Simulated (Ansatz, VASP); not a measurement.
**Two plane-wave programs on PbS**

```
Pb S
1.0
     0.00000    2.97830    2.97830
     2.97830    0.00000    2.97830
     2.97830    2.97830    0.00000
Pb S
1 1
Direct
  0.50000 0.50000 0.50000
  0.00000 0.00000 0.00000
```

Alike in both runs: task single point; functional revPBE; dispersion D3(BJ); k mesh 8 × 8 × 8; occupations gaussian, width 0.05 eV; no spin polarisation.

|  | VASP | Ansatz |
| --- | --- | --- |
| version | VASP 6.6.1 | Ansatz 0.2.0 |
| potentials or method | VASP PAW PBE potentials, release 64 (Pb_d, S), cutoff 520 eV | scalar-relativistic, plane waves, PAW |
| valence electrons in the cell | 20 | 20 |

```csv
,VASP,Ansatz,Ansatz less VASP
gap on the k mesh at the Fermi level (eV),0.48,0.47,-0.007
least direct gap on the mesh (eV),0.48,0.47,-0.007
pressure (GPa),-1.2,-1.1,+0.09
```

VASP's potentials were made for PBE, not for revPBE.

Neither program's run includes spin-orbit coupling.
